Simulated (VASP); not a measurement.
# CaO (Lime) in VASP: notebook

The runs below take CaO (Lime) through single point, with PBE, r2SCAN, HSE06.

Program: VASP 6.6.1. These are calculated values, not measurements. Logs are shortened: lines on timing, memory, paths and dates and some standing lists are left out, and cuts for length are marked.

**1. The cell of the first run**

Symmetry: Immm, No. 71, orthorhombic system. The conventional cell has a = 3.328 Å, b = 3.454 Å, c = 4.795 Å, α = 90.00°, β = 90.00°, γ = 90.00°. Ca (site symmetry mmm) has 6 O at 2.40 Å within 3.2 Å. Within 3.2 Å of O (site symmetry mmm) lie 6 Ca at 2.40 Å.

**2. Single point, PBE (shear xy strain +3.7%)**

INCAR

```
SYSTEM = CaO
PREC     = Accurate       ! precision mode
ENCUT    = 520            ! plane-wave cutoff, eV
EDIFF    = 1E-6           ! SCF threshold, eV
ISMEAR   = -1             ! smearing method
SIGMA    = 0.02           ! smearing width, eV
LREAL    = .False.        ! projectors in reciprocal space
LASPH    = .True.         ! aspherical terms in the spheres
NELM     = 100            ! most SCF steps
ALGO     = Normal         ! electronic algorithm
ISIF     = 2              ! what is computed and relaxed
LWAVE    = .False.        ! write WAVECAR
LCHARG   = .True.         ! write CHGCAR
GGA      = PE             ! functional
LELF     = .True.         ! ELF
LVHAR    = .True.       
NBANDS   = 15             ! bands
```

KPOINTS

```
Automatic mesh
0
Gamma
  10 10 10
  0 0 0
```

POSCAR

```
CaO
1.0
    0.0444745041      2.3975473901      2.3975473901
    2.3975473901      0.0444745041      2.3975473901
    2.4420218942      2.4420218942      0.0000000000
Ca O
1 1
Direct
    0.0000000000      0.0000000000      0.0000000000
    0.5000000000      0.5000000000      0.5000000000
```

Potentials or basis: VASP PAW PBE potentials, release 64 (Ca_sv, O).

The run is started by

```sh
$ cat potpaw_PBE.64/Ca_sv/POTCAR potpaw_PBE.64/O/POTCAR > POTCAR
$ mpirun -np 1 vasp_std > vasp.out
```

OUTCAR:

```text
SYSTEM = CaO
   PREC = Accurate
   ENCUT = 520
   EDIFF = 1E-6
   ISMEAR = -1
   LREAL = .False.
   LASPH = .True.
   NELM = 100
   ISIF = 2
   GGA = PE

 ion  position               nearest neighbor table
   1  0.000  0.000  0.000-   2 2.40   2 2.40   2 2.40   2 2.40   2 2.40   2 2.40
   2  0.500  0.500  0.500-   1 2.40   1 2.40   1 2.40   1 2.40   1 2.40   1 2.40

  LATTYP: Found a body centered orthorhombic cell.
 ALAT       =     3.3277475886
 B/A-ratio  =     1.0378012125
 C/A-ratio  =     1.4409430561

  Lattice vectors:

 A1 = (   2.3975473901,   0.0444745041,  -2.3975473901)
 A2 = (  -2.3975473901,  -0.0444745041,  -2.3975473901)
 A3 = (   0.0444745041,   2.3975473901,   2.3975473901)

Analysis of symmetry for initial positions (statically):
=====================================================================
 Subroutine PRICEL returns:
 Original cell was already a primitive cell.

 Routine SETGRP: Setting up the symmetry group for a
 body centered orthorhombic supercell.

 Subroutine GETGRP returns: Found  8 space group operations
 (whereof  8 operations were pure point group operations)
 out of a pool of  8 trial point group operations.

The static configuration has the point symmetry D_2h.

Analysis of symmetry for dynamics (positions and initial velocities):
=====================================================================
 Subroutine PRICEL returns:
 Original cell was already a primitive cell.

 Routine SETGRP: Setting up the symmetry group for a
 body centered orthorhombic supercell.

 Subroutine GETGRP returns: Found  8 space group operations
 (whereof  8 operations were pure point group operations)
 out of a pool of  8 trial point group operations.

The dynamic configuration has the point symmetry D_2h.

 Subroutine INISYM returns: Found  8 space group operations
 (whereof  8 operations are pure point group operations),
 and found     1 'primitive' translations

----------------------------------------------------------------------------------------

                                     Primitive cell

  volume of cell :      27.5538

  direct lattice vectors                    reciprocal lattice vectors
     0.044474504  2.397547390  2.397547390    -0.212488106  0.212488106  0.208546451
     2.397547390  0.044474504  2.397547390     0.212488106 -0.212488106  0.208546451
     2.442021894  2.442021894  0.000000000     0.204748369  0.204748369 -0.208546451

  length of vectors
     3.390935705  3.390935705  3.453540482     0.365778639  0.365778639  0.356840877

  position of ions in fractional coordinates (direct lattice)
     0.000000000  0.000000000  0.000000000
     0.500000000  0.500000000  0.500000000

  ion indices of the primitive-cell ions
   primitive index   ion index
                 1           1
                 2           2

----------------------------------------------------------------------------------------

 KPOINTS: Automatic mesh

Automatic generation of k-mesh.
 Grid dimensions read from file:
 generate k-points for:   10   10   10

 Generating k-lattice:

  Cartesian coordinates                     Fractional coordinates (reciprocal lattice)
    -0.021248811  0.021248811  0.020854645     0.100000000  0.000000000  0.000000000
     0.021248811 -0.021248811  0.020854645     0.000000000  0.100000000  0.000000000
     0.020474837  0.020474837 -0.020854645    -0.000000000 -0.000000000  0.100000000

  Length of vectors
     0.036577864  0.036577864  0.035684088

  Shift w.r.t. Gamma in fractional coordinates (k-lattice)
     0.000000000  0.000000000  0.000000000

 Subroutine IBZKPT returns following result:
 ===========================================

 Found    171 irreducible k-points:

 Following reciprocal coordinates:
            Coordinates               Weight
  0.000000  0.000000  0.000000      1.000000
  0.100000  0.000000  0.000000      4.000000
  0.200000  0.000000  0.000000      4.000000
  0.300000  0.000000  0.000000      4.000000
  0.400000  0.000000  0.000000      4.000000
  0.500000  0.000000  0.000000      2.000000
[... 45 lines left out ...]
 cond. band min:       6.0220183512   @ k =   0.5000   0.5000   0.0000
 fundamental gap:      3.5595438782
 Fermi energy:         2.9332614863

 k-point     1 :       0.0000    0.0000    0.0000
  band No.  band energies     occupation
      1     -35.2211      2.00000
      2     -15.9800      2.00000
      3     -15.9791      2.00000
      4     -15.9762      2.00000
      5     -13.1511      2.00000
      6       2.3377      2.00000
      7       2.3939      2.00000
      8       2.4625      2.00000
      9       7.1488      0.00000
     10       8.4491      0.00000
     11       8.6361      0.00000
     12       8.8220      0.00000
     13      10.1587      0.00000
     14      10.1619      0.00000
     15      17.5178      0.00000

 k-point     2 :       0.1000    0.0000    0.0000
  band No.  band energies     occupation
      1     -35.2104      2.00000
      2     -16.1243      2.00000
      3     -15.9851      2.00000
      4     -15.9849      2.00000
      5     -12.9986      2.00000
      6       2.0706      2.00000
      7       2.1882      2.00000
      8       2.2766      2.00000
      9       7.6045      0.00000
     10       8.6304      0.00000
     11       8.6932      0.00000
     12       8.8979      0.00000
     13      10.4037      0.00000
     14      10.4059      0.00000
     15      17.9510      0.00000

 k-point     3 :       0.2000    0.0000    0.0000
  band No.  band energies     occupation
      1     -35.1822      2.00000
      2     -16.4563      2.00000
      3     -16.0031      2.00000
      4     -15.9979      2.00000
      5     -12.6525      2.00000
      6       1.2893      2.00000
      7       1.8306      2.00000
      8       1.9311      2.00000
      9       8.4885      0.00000
     10       8.8555      0.00000
     11       9.1320      0.00000
     12       9.3989      0.00000
     13      11.0352      0.00000
     14      11.0360      0.00000
     15      18.6007      0.00000
[... 343 lines left out ...]
 k-point    23 :       0.3000    0.3000    0.0000
  band No.  band energies     occupation
      1     -35.1306      2.00000
      2     -16.5786      2.00000
      3     -16.1422      2.00000
      4     -16.1195      2.00000
      5     -12.6171      2.00000
      6       0.6454      2.00000
      7       1.9761      2.00000
      8       2.1393      2.00000
      9       6.7245      0.00000
     10       9.5289      0.00000
     11      10.8894      0.00000
     12      10.9291      0.00000
     13      11.0722      0.00000
     14      12.8664      0.00000
     15      19.6886      0.00000

 k-point    24 :       0.4000    0.3000    0.0000
  band No.  band energies     occupation
      1     -35.1093      2.00000
      2     -16.6378      2.00000
      3     -16.1757      2.00000
      4     -16.1663      2.00000
      5     -12.6217      2.00000
      6       0.7165      2.00000
      7       1.8556      2.00000
      8       1.9091      2.00000
      9       6.7109      0.00000
     10      10.1029      0.00000
     11      11.2086      0.00000
     12      11.3195      0.00000
     13      11.4038      0.00000
     14      13.2817      0.00000
     15      18.1355      0.00000

 [... further k-points ...]
[... 5 lines left out ...]
  --------------------------------------------------------------------------------------
  -------------------------------------------------------------------------------------
  Total        0.5325600      0.5325600      0.5086841     -0.4830571      0.0000000      0.0000000
  in kB       30.9668486     30.9668486     29.5785349    -28.0883942      0.0000000      0.0000000
  external PRESSURE =      30.5040773 kB  Pullay stress =       0.0000000 kB

 VOLUME and BASIS-vectors are now :
 -----------------------------------------------------------------------------
  energy-cutoff  :      520.00
  volume of cell :       27.55
      direct lattice vectors                 reciprocal lattice vectors
     0.044474504  2.397547390  2.397547390    -0.212488106  0.212488106  0.208546451
     2.397547390  0.044474504  2.397547390     0.212488106 -0.212488106  0.208546451
     2.442021894  2.442021894  0.000000000     0.204748369  0.204748369 -0.208546451

 POSITION                                       TOTAL-FORCE (eV/Angst)
 -----------------------------------------------------------------------------------
      0.00000      0.00000      0.00000        -0.000000      0.000000      0.000000
      2.44202      2.44202      2.39755         0.000000     -0.000000      0.000000
 -----------------------------------------------------------------------------------
    total drift:                                0.000000      0.000000      0.000000

  FREE ENERGIE OF THE ION-ELECTRON SYSTEM (eV)
  ---------------------------------------------------
  free  energy   TOTEN  =       -12.7885610073 eV

  energy  without entropy=      -12.7885610073  energy(sigma->0) =      -12.78856101
```

Run time: 53 s. Hardware: 1 thread of Intel Xeon Platinum 8488C (Sapphire Rapids), shared host; peak memory 0.21 GiB.

Results:

```yaml
Free_energy: -12.7886 eV
Pressure: 3.1 GPa
Band_gap_on_the_k_mesh: 3.56 eV, indirect (least direct gap 3.91 eV)
```

Stress tensor (GPa, compression positive):
```
 3.10 -2.81  0.00
-2.81  3.10  0.00
 0.00  0.00  2.96
```

Caveat: the cell differs from its parent crystal (shear xy strain +3.7%).

**3. Single point, PBE (strain +3.7%)**

INCAR

```
ALGO = Normal ; EDIFF = 1E-6
ENCUT = 520 ; GGA = PE
ISIF = 2 ; ISMEAR = -1
LASPH = True ; LCHARG = False
LREAL = False ; LWAVE = False
NBANDS = 15 ; NELM = 60
PREC = Accurate ; SIGMA = 0.02
```

KPOINTS

```
k-points
0
Gamma
  10 10 10
```

POSCAR

```
CaO
1.0
    0.0000000000      2.4869759078      2.4869759078
    2.4869759078      0.0000000000      2.4869759078
    2.4869759078      2.4869759078      0.0000000000
Ca O
1 1
Direct
    0.0000000000      0.0000000000      0.0000000000
    0.5000000000      0.5000000000      0.5000000000
```

Potentials or basis: VASP PAW PBE potentials, release 64 (Ca_sv, O).

The run is started by

```sh
$ cat potpaw_PBE.64/Ca_sv/POTCAR potpaw_PBE.64/O/POTCAR > POTCAR
$ mpirun -np 1 vasp_std > vasp.out
```

Wall time 14 s (1 thread of Intel Xeon Platinum 8488C (Sapphire Rapids), shared host); peak memory 0.16 GiB.

Results (log left out):

- Free energy: -12.7487 eV
- Pressure: -7.3 GPa
- Band gap on the k mesh: 3.64 eV, indirect (least direct gap 3.93 eV)

Levels at points of the mesh, in eV from the valence-band top:
```
           k point  band 5  band 6  band 7  band 8  band 9  band 10  band 11  band 12
(0.00, 0.00, 0.00)  -15.34    0.00    0.00    0.00    3.93     5.96     5.96     5.96
(0.50, 0.00, 0.00)  -14.51   -2.41   -1.02   -1.02    6.57     7.74     7.80     7.80
(0.50, 0.50, 0.00)  -15.11   -1.32   -0.39   -0.39    3.64     7.31     8.31     8.85
```

Caveat: the cell differs from its parent crystal (strain +3.7%). A k mesh can miss the band edges.

**4. Single point, r2SCAN (strain +3.7%)**

POSCAR is that of step 3.

INCAR.step1

```
PREC = Accurate
ENCUT = 520
ISMEAR = 0
SIGMA = 0.01
LREAL = F
LASPH = T
NELM = 100
NBANDS = 15
GGA = PE
ALGO = Normal
EDIFF = 1E-4
LWAVE = T
LCHARG = F
```

INCAR.step2

```
PREC = Accurate
ENCUT = 520
EDIFF = 1E-7
ISMEAR = 0
SIGMA = 0.01
LREAL = F
LASPH = T
NELM = 100
ALGO = Normal
ISIF = 2
LWAVE = F
LCHARG = T
METAGGA = R2SCAN
LMIXTAU = T
LELF = T
LVHAR = T
NBANDS = 15
ISTART = 1
```

KPOINTS

```
regular mesh
0
Gamma
  10 10 10
```

The run is started by

```sh
$ cat potpaw_PBE.64/Ca_sv/POTCAR potpaw_PBE.64/O/POTCAR > POTCAR
$ cp INCAR.step1 INCAR
$ mpirun -np 1 vasp_std > vasp.out
$ cp INCAR.step2 INCAR
$ mpirun -np 1 vasp_std > vasp.out
```

Wall time 69 s (1 thread of Intel Xeon Platinum 8488C (Sapphire Rapids), shared host); peak memory 0.17 GiB.

The run converged. Its results:

```yaml
Free_energy: -19.3618 eV
Pressure: -9.5 GPa
Band_gap_on_the_k_mesh: 4.19 eV, indirect (least direct gap 4.58 eV)
```

Levels at points of the mesh, in eV from the valence-band top:
```
           k point  band 6  band 7  band 8  band 9  band 10  band 11
(0.00, 0.00, 0.00)    0.00    0.00    0.00    4.61     6.58     6.58
(0.50, 0.00, 0.00)   -2.37   -1.01   -1.01    7.20     8.41     8.47
(0.50, 0.50, 0.00)   -1.32   -0.39   -0.39    4.19     8.01     9.04
```

Caveat: the cell differs from its parent crystal (strain +3.7%); the PAW data sets were made with another functional, which shifts forces and pressure a little. A k mesh can miss the band edges.

**5. Single point, r2SCAN (shear xy strain +3.7%)**

POSCAR

```
CaO
1.0
    0.0444745041      2.3975473901      2.3975473901
    2.3975473901      0.0444745041      2.3975473901
    2.4420218942      2.4420218942      0.0000000000
Ca O
1 1
Direct
    0.0000000000      0.0000000000      0.0000000000
    0.5000000000      0.5000000000      0.5000000000
```

INCAR.step1

```
  ALGO = Normal
  EDIFF = 1E-4
  ENCUT = 520
  GGA = PE
  ISMEAR = 0
  LASPH = True
  LCHARG = False
  LREAL = False
  LWAVE = True
  NBANDS = 15
  NELM = 100
  PREC = Accurate
  SIGMA = 0.01
```

INCAR.step2

```
  ALGO = Normal
  EDIFF = 1E-7
  ENCUT = 520
  ISIF = 2
  ISMEAR = 0
  ISTART = 1
  LASPH = True
  LCHARG = False
  LMIXTAU = True
  LREAL = False
  LWAVE = False
  METAGGA = R2SCAN
  NBANDS = 15
  NELM = 100
  PREC = Accurate
  SIGMA = 0.01
```

KPOINTS

```
k-points
0
Gamma
  10 10 10
```

The run is started by

```sh
$ cat potpaw_PBE.64/Ca_sv/POTCAR potpaw_PBE.64/O/POTCAR > POTCAR
$ cp INCAR.step1 INCAR
$ mpirun -np 1 vasp_std > vasp.out
$ cp INCAR.step2 INCAR
$ mpirun -np 1 vasp_std > vasp.out
```

Wall time 4.5 min (1 thread of Intel Xeon Platinum 8488C (Sapphire Rapids), shared host); peak memory 0.21 GiB.

It converged, with:

```
Free energy            : -19.4437 eV
Pressure               : 1.1 GPa
Band gap on the k mesh : 4.11 eV, indirect (least direct gap 4.46 eV)
```

Stress tensor (GPa, compression positive):
```
 1.10 -2.91  0.00
-2.91  1.10  0.00
 0.00  0.00  0.96
```

Levels at points of the mesh, in eV from the valence-band top:
```
           k point  band 5  band 6  band 7  band 8  band 9  band 10  band 11  band 12
(0.00, 0.00, 0.00)  -16.56   -0.13   -0.07    0.00    5.40     6.61     6.80     6.99
(0.50, 0.00, 0.00)  -15.26   -2.69   -1.41   -1.27    7.67     8.96     9.20     9.23
(0.50, 0.50, 0.00)  -16.34   -1.36   -0.52   -0.35    4.11     8.74     9.60    10.19
(0.00, 0.00, 0.50)  -15.24   -2.70   -1.28   -1.14    7.59     8.84     9.07     9.22
(0.50, 0.00, 0.50)  -16.33   -1.36   -0.44   -0.44    4.11     8.72     9.58    10.20
```

Caveat: the cell differs from its parent crystal (shear xy strain +3.7%); the PAW data sets were made with another functional, which shifts forces and pressure a little. A k mesh can miss the band edges.

**6. Single point, HSE06 (strain +3.7%)**

POSCAR

```
CaO
1.0
    0.0000000000      2.4869759078      2.4869759078
    2.4869759078      0.0000000000      2.4869759078
    2.4869759078      2.4869759078      0.0000000000
Ca O
1 1
Direct
    0.0000000000      0.0000000000      0.0000000000
    0.5000000000      0.5000000000      0.5000000000
```

INCAR.step1

```
ALGO     = Normal         # electronic algorithm
EDIFF    = 1E-5           # SCF threshold, eV
ENCUT    = 520            # plane-wave cutoff, eV
GGA      = PE             # functional
ISIF     = 2              # what is computed and relaxed
ISMEAR   = 0              # smearing method
LASPH    = T              # aspherical terms in the spheres
LREAL    = F              # projectors in reciprocal space
LWAVE    = T              # write WAVECAR
NBANDS   = 15             # bands
NELM     = 80             # most SCF steps
PREC     = Accurate       # precision mode
SIGMA    = 0.01           # smearing width, eV
```

INCAR.step2

```
ALGO     = Normal         # electronic algorithm
EDIFF    = 1E-7           # SCF threshold, eV
ENCUT    = 520            # plane-wave cutoff, eV
GGA      = PE             # functional
HFSCREEN = 0.2079         # screening, 1/A
ISIF     = 2              # what is computed and relaxed
ISMEAR   = 0              # smearing method
ISTART   = 1            
LASPH    = T              # aspherical terms in the spheres
LCHARG   = T              # write CHGCAR
LELF     = T              # ELF
LHFCALC  = T              # exact exchange
LREAL    = F              # projectors in reciprocal space
LVHAR    = T            
LWAVE    = F              # write WAVECAR
NBANDS   = 15             # bands
NELM     = 80             # most SCF steps
PREC     = Accurate       # precision mode
PRECFOCK = Normal       
SIGMA    = 0.01           # smearing width, eV
```

KPOINTS

```
k-points
0
Gamma
  6 6 6
```

Potentials or basis: VASP PAW PBE potentials, release 64 (Ca_sv, O).

The run is started by

```sh
$ cat potpaw_PBE.64/Ca_sv/POTCAR potpaw_PBE.64/O/POTCAR > POTCAR
$ cp INCAR.step1 INCAR
$ mpirun -np 1 vasp_std > vasp.out
$ cp INCAR.step2 INCAR
$ mpirun -np 1 vasp_std > vasp.out
```

It took 22 min on 1 thread of Intel Xeon Platinum 8488C (Sapphire Rapids), shared host; peak memory 0.27 GiB.

Results (log left out):

| Item | Value |
| --- | --- |
| Free energy | -14.7862 eV |
| Pressure | -9.4 GPa |
| Band gap on the k mesh | 5.27 eV, indirect (least direct gap 5.37 eV) |

Levels at points of the mesh, in eV from the valence-band top:
| k point | band 5 | band 6 | band 7 | band 8 | band 9 | band 10 | band 11 | band 12 |
| --- | --- | --- | --- | --- | --- | --- | --- | --- |
| (0.00, 0.00, 0.00) | -16.84 | 0.00 | 0.00 | 0.00 | 5.37 | 7.88 | 7.88 | 7.88 |
| (0.50, 0.00, 0.00) | -15.87 | -2.57 | -1.06 | -1.06 | 8.50 | 9.24 | 9.98 | 9.98 |
| (0.50, 0.50, 0.00) | -16.59 | -1.46 | -0.44 | -0.44 | 5.27 | 9.33 | 10.51 | 11.18 |

Caveat: the cell differs from its parent crystal (strain +3.7%); the PAW data sets were made with another functional, which shifts forces and pressure a little. A k mesh can miss the band edges.

**7. Summary**

| level | cell | k mesh | smearing | grid for exact exchange (PRECFOCK) | screening parameter | gap on the mesh (eV) | pressure (GPa) |
| --- | --- | --- | --- | --- | --- | --- | --- |
| PBE | a = 3.391, b = 3.391, c = 3.454 Å, angles 59.4, 59.4, 58.8°, 2 atoms | 10 × 10 × 10 | fermi-dirac 0.02 eV | - | - | 3.56 | 3.1 |
| PBE | a = 3.517 Å, angles 60.0°, 2 atoms | 10 × 10 × 10 | fermi-dirac 0.02 eV | - | - | 3.64 | -7.3 |
| r2SCAN | a = 3.517 Å, angles 60.0°, 2 atoms | 10 × 10 × 10 | gaussian 0.01 eV | - | - | 4.19 | -9.5 |
| r2SCAN | a = 3.391, b = 3.391, c = 3.454 Å, angles 59.4, 59.4, 58.8°, 2 atoms | 10 × 10 × 10 | gaussian 0.01 eV | - | - | 4.11 | 1.1 |
| HSE06 | a = 3.517 Å, angles 60.0°, 2 atoms | 6 × 6 × 6 | gaussian 0.01 eV | Normal | 0.2079 1/Å | 5.27 | -9.4 |

Alike in all rows: task single point; potentials or basis VASP PAW PBE potentials, release 64 (Ca_sv, O); no spin polarisation; cutoff (eV) 520.

Caveats: the PAW data sets were made with another functional, which shifts forces and pressure a little (some runs).

Total energies depend on the potentials used, so only differences within one code and one set of settings carry meaning.
